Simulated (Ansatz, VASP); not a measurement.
# One calculation of P, two programs

The input INCAR:

```
SYSTEM = P
PREC     = Accurate       ! precision mode
ENCUT    = 520            ! plane-wave cutoff, eV
EDIFF    = 1E-6           ! SCF threshold, eV
ISMEAR   = -1             ! smearing method
SIGMA    = 0.1            ! smearing width, eV
LREAL    = .FALSE.        ! projectors in reciprocal space
LASPH    = .TRUE.         ! aspherical terms in the spheres
NELM     = 100            ! most SCF steps
ALGO     = Normal         ! electronic algorithm
ISIF     = 2              ! what is computed and relaxed
LWAVE    = .FALSE.        ! write WAVECAR
LCHARG   = .TRUE.         ! write CHGCAR
GGA      = PE             ! functional
LELF     = .TRUE.         ! ELF
LVHAR    = .TRUE.       
NBANDS   = 8              ! bands
```

KPOINTS

```
Automatic mesh
0
G
  17 17 17
  0 0 0
```

The input POSCAR:

```
P
1.0
    2.0019397231      0.0000000000      0.0000000000
    0.0000000000      2.0019397231      0.0000000000
    0.0000000000      0.0000000000      2.0019397231
P
1
Direct
    0.0000000000      0.0000000000      0.0000000000
```

Input for Ansatz:

```yaml
crystal:
  lattice:
    - [2.0019397231, 0.0, 0.0]
    - [0.0, 2.0019397231, 0.0]
    - [0.0, 0.0, 2.0019397231]
  atoms:
    - { symbol: P, position: [0.0, 0.0, 0.0] }
kpoints:
  mp_grid: { grid: [17, 17, 17] }
scf:
  occupations: { method: fermi_dirac, width: 0.1 }
hamiltonian:
  xc: pbe
  pseudopotentials: { kind: all_electron, lapw: { basis_error: 0.001 } }
output:
  forces: true
  stress: true
  eigenvalues: true
  populations: true
```

Change from the starting cell: volume scaled by 0.55, LAPW.

Alike in both runs: task single point; functional PBE; k mesh 17 × 17 × 17; occupations fermi-dirac, width 0.1 eV; no spin polarisation.

|  | VASP | Ansatz |
| --- | --- | --- |
| version | VASP 6.6.1 | Ansatz 0.2.0 |
| potentials or method | VASP PAW PBE potentials, release 64 (P), cutoff 520 eV | all-electron LAPW, scalar-relativistic |

```tsv
	VASP	Ansatz	Ansatz less VASP
pressure (GPa)	241.1	244.0	+2.83
```

Both programs put the cell under a high pressure, so it lies far from rest at this level. Ansatz ran all-electron here, and VASP with PAW potentials.

Noted on VASP's run: the cell as given lies far from equilibrium.
